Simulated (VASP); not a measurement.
# I (R-3m) in VASP: a series of runs

I is run at these levels: PBE; tasks: single point.

All numbers are computed with VASP 6.6.1; they aren't measurements. Logs are shortened: lines on timing, memory, paths and dates and some standing lists are left out, and cuts for length are marked.

### 1 The cell of the first run

Symmetry: R-3m, No. 166, trigonal system. The conventional cell has a = 9.185 Å, b = 9.185 Å, c = 23.497 Å, α = 90.00°, β = 90.00°, γ = 120.00°. I (site symmetry m) has 6 I at 3.12 to 3.37 Å within 4.1 Å. I (site symmetry m) has 7 I at 3.33 to 3.76 Å within 4.4 Å.

### 2 Single point, PBE

INCAR

```
SYSTEM = I
PREC = Accurate
ENCUT = 520
EDIFF = 1E-6
ISMEAR = 0
SIGMA = 0.1
LREAL = .False.
LASPH = .True.
NELM = 60
ALGO = Normal
ISIF = 2
LWAVE = .False.
LCHARG = .False.
GGA = PE
NBANDS = 54
```

KPOINTS

```
regular mesh
0
Gamma
  3 3 3
  0 0 0
```

POSCAR

```
I
1.0
    4.5926114797      2.6515454741      7.8322495463
   -4.5926114797      2.6515454741      7.8322495463
    0.0000000000     -5.3030909480      7.8322495463
I
12
Direct
    0.0101900000      0.6536100000      0.0101900000
    0.0101900000      0.0101900000      0.6536100000
    0.6536100000      0.0101900000      0.0101900000
    0.9898100000      0.3463900000      0.9898100000
    0.3463900000      0.9898100000      0.9898100000
    0.9898100000      0.9898100000      0.3463900000
    0.2211800000      0.6306000000      0.2211800000
    0.2211800000      0.2211800000      0.6306000000
    0.6306000000      0.2211800000      0.2211800000
    0.7788200000      0.3694000000      0.7788200000
    0.3694000000      0.7788200000      0.7788200000
    0.7788200000      0.7788200000      0.3694000000
```

Potentials or basis: VASP PAW PBE potentials, release 64 (I).

On the command line:

```bash
$ cat potpaw_PBE.64/I/POTCAR > POTCAR
$ mpirun -np 1 vasp_std > vasp.out
```

OUTCAR:

```text
SYSTEM = I
   PREC = Accurate
   ENCUT = 520
   EDIFF = 1E-6
   ISMEAR = 0
   LREAL = .False.
   LASPH = .True.
   NELM = 60
   ISIF = 2
   GGA = PE

 ion  position               nearest neighbor table
   1  0.010  0.654  0.010-   4 3.12   2 3.28   3 3.28   7 3.36  12 3.37  11 3.37
   2  0.010  0.010  0.654-   6 3.12   3 3.28   1 3.28   8 3.36  10 3.37  11 3.37
   3  0.654  0.010  0.010-   5 3.12   2 3.28   1 3.28   9 3.36  12 3.37  10 3.37
   4  0.990  0.346  0.990-   1 3.12   6 3.28   5 3.28  10 3.36   8 3.37   9 3.37
   5  0.346  0.990  0.990-   3 3.12   6 3.28   4 3.28  11 3.36   8 3.37   7 3.37
   6  0.990  0.990  0.346-   2 3.12   4 3.28   5 3.28  12 3.36   9 3.37   7 3.37
   7  0.221  0.631  0.221-  11 3.33  12 3.33   1 3.36   5 3.37   6 3.37
   8  0.221  0.221  0.631-  10 3.33  11 3.33   2 3.36   4 3.37   5 3.37
   9  0.631  0.221  0.221-  10 3.33  12 3.33   3 3.36   4 3.37   6 3.37
  10  0.779  0.369  0.779-   9 3.33   8 3.33   4 3.36   3 3.37   2 3.37
  11  0.369  0.779  0.779-   7 3.33   8 3.33   5 3.36   1 3.37   2 3.37
  12  0.779  0.779  0.369-   7 3.33   9 3.33   6 3.36   3 3.37   1 3.37

  LATTYP: Found a trigonal (rhomboedric) cell.
 ALAT       =     9.4586947599
 COS(alpha) =     0.5284942553

  Lattice vectors:

 A1 = (   4.5926114797,   2.6515454741,   7.8322495463)
 A2 = (  -4.5926114797,   2.6515454741,   7.8322495463)
 A3 = (   0.0000000000,  -5.3030909480,   7.8322495463)

Analysis of symmetry for initial positions (statically):
=====================================================================
 Subroutine PRICEL returns:
 Original cell was already a primitive cell.

 Routine SETGRP: Setting up the symmetry group for a
 trigonal (rhombohedral) supercell.

 Subroutine GETGRP returns: Found 12 space group operations
 (whereof 12 operations were pure point group operations)
 out of a pool of 12 trial point group operations.

The static configuration has the point symmetry D_3d.

Analysis of symmetry for dynamics (positions and initial velocities):
=====================================================================
 Subroutine PRICEL returns:
 Original cell was already a primitive cell.

 Routine SETGRP: Setting up the symmetry group for a
 trigonal (rhombohedral) supercell.

 Subroutine GETGRP returns: Found 12 space group operations
 (whereof 12 operations were pure point group operations)
 out of a pool of 12 trial point group operations.

The dynamic configuration has the point symmetry D_3d.

 Subroutine INISYM returns: Found 12 space group operations
 (whereof 12 operations are pure point group operations),
 and found     1 'primitive' translations

----------------------------------------------------------------------------------------

                                     Primitive cell

  volume of cell :     572.2642

  direct lattice vectors                    reciprocal lattice vectors
     4.592611480  2.651545474  7.832249546     0.108870520  0.062856424  0.042559080
    -4.592611480  2.651545474  7.832249546    -0.108870520  0.062856424  0.042559080
     0.000000000 -5.303090948  7.832249546     0.000000000 -0.125712848  0.042559080

  length of vectors
     9.458694760  9.458694760  9.458694760     0.132721496  0.132721496  0.132721496

  position of ions in fractional coordinates (direct lattice)
     0.010190000  0.653610000  0.010190000
     0.010190000  0.010190000  0.653610000
     0.653610000  0.010190000  0.010190000
     0.989810000  0.346390000  0.989810000
     0.346390000  0.989810000  0.989810000
     0.989810000  0.989810000  0.346390000
     0.221180000  0.630600000  0.221180000
     0.221180000  0.221180000  0.630600000
     0.630600000  0.221180000  0.221180000
     0.778820000  0.369400000  0.778820000
     0.369400000  0.778820000  0.778820000
     0.778820000  0.778820000  0.369400000

  ion indices of the primitive-cell ions
   primitive index   ion index
                 1           1
                 2           2
                 3           3
                 4           4
                 5           5
                 6           6
                 7           7
                 8           8
                 9           9
                10          10
                11          11
                12          12

----------------------------------------------------------------------------------------

 KPOINTS: regular mesh

Automatic generation of k-mesh.
 Grid dimensions read from file:
 generate k-points for:    3    3    3

 Generating k-lattice:

  Cartesian coordinates                     Fractional coordinates (reciprocal lattice)
     0.036290173  0.020952141  0.014186360     0.333333333  0.000000000  0.000000000
    -0.036290173  0.020952141  0.014186360     0.000000000  0.333333333  0.000000000
     0.000000000 -0.041904283  0.014186360    -0.000000000 -0.000000000  0.333333333

  Length of vectors
     0.044240499  0.044240499  0.044240499

  Shift w.r.t. Gamma in fractional coordinates (k-lattice)
     0.000000000  0.000000000  0.000000000

 Subroutine IBZKPT returns following result:
 ===========================================

 Found      6 irreducible k-points:

 Following reciprocal coordinates:
            Coordinates               Weight
  0.000000  0.000000  0.000000      1.000000
  0.333333 -0.000000 -0.000000      6.000000
  0.333333  0.333333 -0.000000      6.000000
 -0.333333  0.333333  0.000000      6.000000
  0.333333  0.333333  0.333333      2.000000
 -0.333333  0.333333  0.333333      6.000000
   k-points           NKPTS =      6   k-points in BZ     NKDIM =      6   number of bands    NBANDS=     54
   number of dos      NEDOS =    301   number of ions     NIONS =     12
   total plane-waves  NPLWV = 343000
   dimension x,y,z NGX =    70 NGY =   70 NGZ =   70
   dimension x,y,z NGXF=   140 NGYF=  140 NGZF=  140
   ions per type =              12
   NGX,Y,Z   is equivalent  to a cutoff of  12.30, 12.30, 12.30 a.u.
   NGXF,Y,Z  is equivalent  to a cutoff of  24.61, 24.61, 24.61 a.u.
 SYSTEM =  I
   PREC   = accura    normal or accurate (medium, high low for compatibility)
   ISTART =      0    job   : 0-new  1-cont  2-samecut
   ICHARG =      2    charge: 1-file 2-atom 10-const
   ISPIN  =      1    spin polarized calculation?
   LNONCOLLINEAR =      F non collinear calculations
   LSORBIT =      F    spin-orbit coupling
   LASPH  =      T    aspherical Exc in radial PAW
   ENCUT  =  520.0 eV  38.22 Ry    6.18 a.u.  17.59 17.59 17.59*2*pi/ulx,y,z
   NELM   =     60;   NELMIN=  2; NELMDL= -5     # of ELM steps
   EDIFF  = 0.1E-05   stopping-criterion for ELM
   LREAL  =      F    real-space projection
   EDIFFG = 0.1E-04   stopping-criterion for IOM
   NSW    =      0    number of steps for IOM
   IBRION =     -1    ionic relax: 0-MD 1-quasi-New 2-CG
   NFREE  =      0    steps in history (QN), initial steepest desc. (CG)
   ISIF   =      2    stress and relaxation
   ISYM   =      2    0-nonsym 1-usesym 2-fastsym
   POTIM  = 0.5000    time-step for ionic-motion
   TEBEG  =    0.0;   TEEND  =   0.0 temperature during run
   PSTRESS=    0.0 pullay stress
   NELECT =      84.0000    total number of electrons
   NUPDOWN=      -1.0000    fix difference up-down
   EMIN   =  10.00;   EMAX   =-10.00  energy-range for DOS
   EFERMI =   0.00;   METHOD = LEGACY
   ISMEAR =     0;   SIGMA  =   0.10  broadening in eV -4-tet -1-fermi 0-gaus
   EFERMI_NEDOS =   21; number of points for ismear=-14 and -15
   IALGO  =     38    algorithm
   IMIX   =      4    mixing-type and parameters
     AMIX     =   0.40;   BMIX     =  1.00
     AMIX_MAG =   1.60;   BMIX_MAG =  1.00
  volume/ion in A,a.u.               =      47.69       321.82
  Fermi-wavevector in a.u.,A,eV,Ry     =   0.863580  1.631929 10.146815  0.745770
  Thomas-Fermi vector in A             =   1.981550
   LORBIT       =      0    0 simple, 1 ext, 2 COOP (PROOUT), +10 PAW based schemes
   GGA     = PE    functional components
   LHFCALC =     F    Hartree Fock is set to
   AEXX    =    0.0000 exact exchange contribution
   IVDW    =     0    specifies the selected vdW correction
   LEPSILON=     F    determine dielectric tensor
   LRPA    =     F    only Hartree local field effects (RPA)
 non-spin polarized calculation
 Gauss-broadening in eV      SIGMA  =   0.10
  energy-cutoff  :      520.00
  volume of cell :      572.26
 maximum number of plane-waves:     15441
 NGX is ok and might be reduce to    70
   NGX = 35   NGY = 35   NGZ = 35

 number of electron      83.9999997 magnetization

 Free energy of the ion-electron system (eV)
  ---------------------------------------------------
  ext. energy  EPLUGINS =         0.00000000
  ---------------------------------------------------
  free energy    TOTEN  =       -11.62670296 eV

  energy without entropy =      -11.55581041  energy(sigma->0) =      -11.59125669

 E-fermi :   2.0863     XC(G=0):  -7.2871

 val. band max:        2.0090921049   @ k =   0.3333   0.3333  -0.0000
 cond. band min:       2.1057141641   @ k =  -0.3333   0.3333   0.0000
 fundamental gap:      0.0966220592
 Fermi energy:         2.0863139585

 k-point     1 :       0.0000    0.0000    0.0000
  band No.  band energies     occupation
      1     -11.8364      2.00000
      2     -10.8901      2.00000
      3     -10.6750      2.00000
      4     -10.6750      2.00000
      5     -10.6475      2.00000
      6     -10.6475      2.00000
[... 46 lines left out ...]
     53       7.5403      0.00000
     54       8.0449      0.00000

 k-point     2 :       0.3333   -0.0000   -0.0000
  band No.  band energies     occupation
      1     -11.7414      2.00000
      2     -11.1938      2.00000
      3     -10.8173      2.00000
      4     -10.6754      2.00000
      5     -10.6605      2.00000
      6     -10.3676      2.00000
[... 46 lines left out ...]
     53       7.9459      0.00000
     54       7.9578      0.00000

 k-point     3 :       0.3333    0.3333   -0.0000
  band No.  band energies     occupation
      1     -11.6841      2.00000
      2     -11.2601      2.00000
      3     -10.9552      2.00000
      4     -10.8101      2.00000
      5     -10.5009      2.00000
      6     -10.1717      2.00000
[... 46 lines left out ...]
     53       7.7478      0.00000
     54       7.9445      0.00000

 k-point     4 :      -0.3333    0.3333    0.0000
  band No.  band energies     occupation
      1     -11.6327      2.00000
      2     -11.3305      2.00000
      3     -10.9803      2.00000
      4     -10.7871      2.00000
      5     -10.5119      2.00000
      6     -10.1597      2.00000
[... 46 lines left out ...]
     53       7.7787      0.00000
     54       8.0045      0.00000

 k-point     5 :       0.3333    0.3333    0.3333
  band No.  band energies     occupation
      1     -11.6848      2.00000
      2     -11.2746      2.00000
      3     -10.9469      2.00000
      4     -10.9469      2.00000
      5     -10.1679      2.00000
      6     -10.1679      2.00000
[... 46 lines left out ...]
     53       7.4725      0.00000
     54       7.4725      0.00000

 k-point     6 :      -0.3333    0.3333    0.3333
  band No.  band energies     occupation
      1     -11.5719      2.00000
      2     -11.3986      2.00000
      3     -10.9929      2.00000
      4     -10.9536      2.00000
      5     -10.1766      2.00000
      6     -10.1404      2.00000
[... 46 lines left out ...]
     53       7.7011      0.00000
     54       7.8555      0.00000

------------------------ aborting loop because EDIFF is reached ----------------------------------------

  FORCE on cell =-STRESS in cart. coord.  units (eV):
  Direction    XX          YY          ZZ          XY          YZ          ZX
  --------------------------------------------------------------------------------------
  -------------------------------------------------------------------------------------
  Total        9.3630124      9.3630124      6.3947753      0.0000000      0.0000000      0.0000000
  in kB       26.2137787     26.2137787     17.9035568      0.0000000      0.0000000      0.0000000
  external PRESSURE =      23.4437047 kB  Pullay stress =       0.0000000 kB

 VOLUME and BASIS-vectors are now :
 -----------------------------------------------------------------------------
  energy-cutoff  :      520.00
  volume of cell :      572.26
      direct lattice vectors                 reciprocal lattice vectors
     4.592611480  2.651545474  7.832249546     0.108870520  0.062856424  0.042559080
    -4.592611480  2.651545474  7.832249546    -0.108870520  0.062856424  0.042559080
     0.000000000 -5.303090948  7.832249546     0.000000000 -0.125712848  0.042559080

 POSITION                                       TOTAL-FORCE (eV/Angst)
 -----------------------------------------------------------------------------------
     -2.95498      1.70606      5.27886         0.881031     -0.508664     -0.886518
      0.00000     -3.41211      5.27886         0.000000      1.017327     -0.886518
      2.95498      1.70606      5.27886        -0.881031     -0.508664     -0.886518
      2.95498     -1.70606     18.21789        -0.881031      0.508664      0.886518
     -2.95498     -1.70606     18.21789         0.881031      0.508664      0.886518
      0.00000      3.41211     18.21789         0.000000     -1.017327      0.886518
     -1.88031      1.08560      8.40369         0.765307     -0.441850      0.024956
      0.00000     -2.17119      8.40369         0.000000      0.883700      0.024956
      1.88031      1.08560      8.40369        -0.765307     -0.441850      0.024956
      1.88031     -1.08560     15.09306        -0.765307      0.441850     -0.024956
     -1.88031     -1.08560     15.09306         0.765307      0.441850     -0.024956
      0.00000      2.17119     15.09306         0.000000     -0.883700     -0.024956
 -----------------------------------------------------------------------------------
    total drift:                               -0.000000      0.000000      0.000000

  FREE ENERGIE OF THE ION-ELECTRON SYSTEM (eV)
  ---------------------------------------------------
  free  energy   TOTEN  =       -11.6267029618 eV

  energy  without entropy=      -11.5558104099  energy(sigma->0) =      -11.59125669
```

Run time: 3.1 min. Hardware: 1 thread of Intel Xeon 6975P-C (Granite Rapids), shared host; peak memory 0.68 GiB.

Results:

| Item | Value |
| --- | --- |
| Free energy | -11.6267 eV |
| Pressure | 2.3 GPa |
| Largest force | 1.349 eV/Å |
| Band gap on the k mesh | zero (bands 42 and 43 overlap by 0.31 eV) |

Forces on the atoms (eV/Å):
```
I    0.881 -0.509 -0.887
I    0.000  1.017 -0.887
I   -0.881 -0.509 -0.887
I   -0.881  0.509  0.887
I    0.881  0.509  0.887
I    0.000 -1.017  0.887
I    0.765 -0.442  0.025
I    0.000  0.884  0.025
I   -0.765 -0.442  0.025
I   -0.765  0.442 -0.025
I    0.765  0.442 -0.025
I    0.000 -0.884 -0.025
```

Caveat: spin-orbit coupling is left out, which moves the levels of the heavy elements; forces of over 1 eV/Å act on the atoms, so gaps and moduli don't describe the material at rest.

### 3 Single point, PBE

This run uses another cell than the first one, of 56.76 Å³/atom.

INCAR

```
PREC = Accurate
ENCUT = 520
EDIFF = 1E-6
ISMEAR = 0
SIGMA = 0.1
LREAL = F
LASPH = T
NELM = 80
ALGO = Normal
ISIF = 2
LWAVE = F
LCHARG = F
GGA = PE
NBANDS = 54
```

KPOINTS

```
Automatic mesh
0
Gamma
  3 3 3
```

POSCAR

```
I
1.0
    4.5070281204      2.6021338986      9.6796613980
   -4.5070281204      2.6021338986      9.6796613980
    0.0000000000     -5.2042677971      9.6796613980
I
12
Direct
    0.0570533599      0.5268003211      0.0570533599
    0.0570533599      0.0570533599      0.5268003211
    0.5268003211      0.0570533599      0.0570533599
    0.9429466401      0.4731996789      0.9429466401
    0.4731996789      0.9429466401      0.9429466401
    0.9429466401      0.9429466401      0.4731996789
    0.2052291970      0.5766320238      0.2052291970
    0.2052291970      0.2052291970      0.5766320238
    0.5766320238      0.2052291970      0.2052291970
    0.7947708030      0.4233679762      0.7947708030
    0.4233679762      0.7947708030      0.7947708030
    0.7947708030      0.7947708030      0.4233679762
```

Potentials or basis: VASP PAW PBE potentials, release 64 (I).

On the command line:

```bash
$ cat potpaw_PBE.64/I/POTCAR > POTCAR
$ mpirun -np 1 vasp_std > vasp.out
```

Run time: 11 min. Hardware: 1 thread of Intel Xeon 6975P-C (Granite Rapids), shared host; peak memory 1.1 GiB.

Results (log left out):

| Quantity | Value |
| --- | --- |
| Free energy | -16.8797 eV |
| Pressure | 0.0 GPa |
| Largest force | 0.016 eV/Å |
| Band gap on the k mesh | zero (bands 42 and 43 overlap by 0.10 eV) |

Forces on the atoms (eV/Å):
```
I   -0.013  0.007 -0.005
I    0.000 -0.015 -0.005
I    0.013  0.007 -0.005
I    0.013 -0.007  0.005
I   -0.013 -0.007  0.005
I    0.000  0.015  0.005
I    0.008 -0.004  0.010
I    0.000  0.009  0.010
I   -0.008 -0.004  0.010
I   -0.008  0.004 -0.010
I    0.008  0.004 -0.010
I    0.000 -0.009 -0.010
```

Stress tensor (GPa, compression positive):
```
0.01 0.00 0.00
0.00 0.01 0.00
0.00 0.00 0.08
```

Levels at points of the mesh, in eV from the Fermi level:
```
           k point  band 38  band 39  band 40  band 41  band 42  band 43  band 44  band 45  band 46  band 47
(0.00, 0.00, 0.00)    -0.70    -0.70    -0.21     0.04     0.04     0.33     0.33     1.47     1.70     1.87
```

Caveat: spin-orbit coupling is left out, which moves the levels of the heavy elements.

The gap in the log of VASP goes by the Fermi energy; the results here count the filled bands.